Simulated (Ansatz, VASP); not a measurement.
One calculation of Pd, two programs

File INCAR:

```
ALGO = Normal
EDIFF = 1E-7
ENCUT = 520
GGA = PE
ISIF = 2
ISMEAR = -1
ISPIN = 2
LASPH = True
LCHARG = True
LELF = True
LMAXMIX = 4
LORBIT = 11
LREAL = False
LVHAR = True
LWAVE = False
MAGMOM = 0.458 0.458
NBANDS = 21
NELM = 150
PREC = Accurate
SIGMA = 0.05
```

The input KPOINTS:

```
k-points
0
Gamma
  15 15 15
```

The input POSCAR:

```
Pd
1.0
    0.0000000000      2.9797123596      2.9797123596
    2.9797123596      0.0000000000      2.9797123596
    2.9797123596      2.9797123596      0.0000000000
Pd
2
Direct
    0.1250000000      0.1250000000      0.1250000000
    0.8750000000      0.8750000000      0.8750000000
```

Input for Ansatz:

```yaml
crystal:
  lattice:
    - [0.0, 2.9797123596, 2.9797123596]
    - [2.9797123596, 0.0, 2.9797123596]
    - [2.9797123596, 2.9797123596, 0.0]
  atoms:
    - { symbol: Pd, position: [0.125, 0.125, 0.125], spin: 0.458 }
    - { symbol: Pd, position: [0.875, 0.875, 0.875], spin: 0.458 }
hamiltonian:
  xc: pbe
  pseudopotentials:
    kind: paw
    azcp:
      Pd: "pseudopotentials/Pd.paw.azcp"
basis:
  ecutwfc: 420
  fft_grid_basis: typed
kpoints:
  mp_grid: { grid: [15, 15, 15], shift: [0, 0, 0] }
magnetization:
  spin_polarized: true
scf:
  occupations: { method: fermi_dirac, width: 0.05 }
output:
  stress: true
```

Alike in both runs: task single point; functional PBE; k mesh 15 × 15 × 15; occupations fermi-dirac, width 0.05 eV; collinear spin.

|  | VASP | Ansatz |
| --- | --- | --- |
| version | VASP 6.6.1 | Ansatz 0.2.0 |
| potentials or method | VASP PAW PBE potentials, release 64 (Pd), cutoff 520 eV | plane waves (420 eV) with PAW, scalar-relativistic |
| valence electrons in the cell | 20 | 36 |

Ansatz gave:

```
pressure (GPa)                                                : -4.1
net moment per atom (μB)                                      : 0.46
size of the moment on the site where the two differ most (μB) : 0.45
```

Question: What did VASP give for the same quantities?

Answer: Pressure (GPa): -4.3; net moment per atom (μB): 0.46; size of the moment on the site where the two differ most (μB): 0.45.

Site moments also hang on the region over which each program counts them. VASP's potentials hold 20 valence electrons a cell and Ansatz's 36, so a difference there can come from the potentials and not from the codes.
